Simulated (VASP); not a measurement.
Here is a VASP 6.6.1 calculation.

File INCAR:

```
  ALGO = Normal
  EDIFF = 1E-6
  ENCUT = 520
  GGA = PS
  GGA_COMPAT = False
  ISIF = 2
  ISMEAR = -1
  LASPH = True
  LCHARG = False
  LNONCOLLINEAR = True
  LORBIT = 11
  LORBMOM = True
  LREAL = False
  LSORBIT = True
  LWAVE = False
  MAGMOM = 0 0 0
  NBANDS = 18
  NELM = 150
  PREC = Accurate
  SIGMA = 0.1
```

The input KPOINTS:

```
k-points
0
Gamma
  20 20 20
```

POSCAR

```
F
1.0
   -1.0130361610      1.0130361610      1.0130361610
    1.0130361610     -1.0130361610      1.0130361610
    1.0130361610      1.0130361610     -1.0130361610
F
1
Direct
    0.0000000000      0.0000000000      0.0000000000
```

Potentials or basis: VASP PAW PBE potentials, release 64 (F).

Command:

```sh
$ cat potpaw_PBE.64/F/POTCAR > POTCAR
$ mpirun -np 1 vasp_ncl > vasp.out
```

Question: Predict the net moment.

Answer: 0.00 μB per cell.

Question: Predict the pressure.

Answer: 425.2 GPa.

Moments on the atoms (μB; x, y, z):
```
F   0.00 0.00 0.00
```

Caveat: the PAW data sets were made with another functional, which shifts forces and pressure a little.
